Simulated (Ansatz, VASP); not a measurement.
# Two plane-wave programs on AlCu

```
CELL_PARAMETERS angstrom
2.99751 0.03372 0.00000
0.03372 2.99751 0.00000
0.00000 0.00000 2.99751
ATOMIC_POSITIONS crystal
Al 0.00000 0.00000 0.00000
Cu 0.50000 0.50000 0.50000
```

Change from the starting cell: strain +0.0225 x Voigt [0, 0, 0, 0, 0, 1], atoms carried along.

Alike in both runs: task single point; functional PBEsol; k mesh 16 × 16 × 16; occupations gaussian, width 0.15 eV; no spin polarisation.

```csv
,VASP,Ansatz
version,VASP 6.6.1,Ansatz 0.2.0
potentials or method,"VASP PAW PBE potentials, release 64 (Al, Cu), cutoff 520 eV","scalar-relativistic, plane waves, PAW"
valence electrons in the cell,14,22
```

|  | VASP | Ansatz | Ansatz less VASP |
| --- | --- | --- | --- |
| gap on the k mesh at the Fermi level (eV) | none | none | - |
| pressure (GPa) | -4.4 | -4.8 | -0.37 |
| traceless stress, the component that is largest in VASP (GPa) | -0.70 | -0.70 | 0.000 |

VASP's potentials were made for PBE, not for PBEsol. A gap of «none» marks a metal or a gap that the smearing closes. VASP's potentials hold 14 valence electrons a cell and Ansatz's 22, so a difference there can come from the potentials and not from the codes.
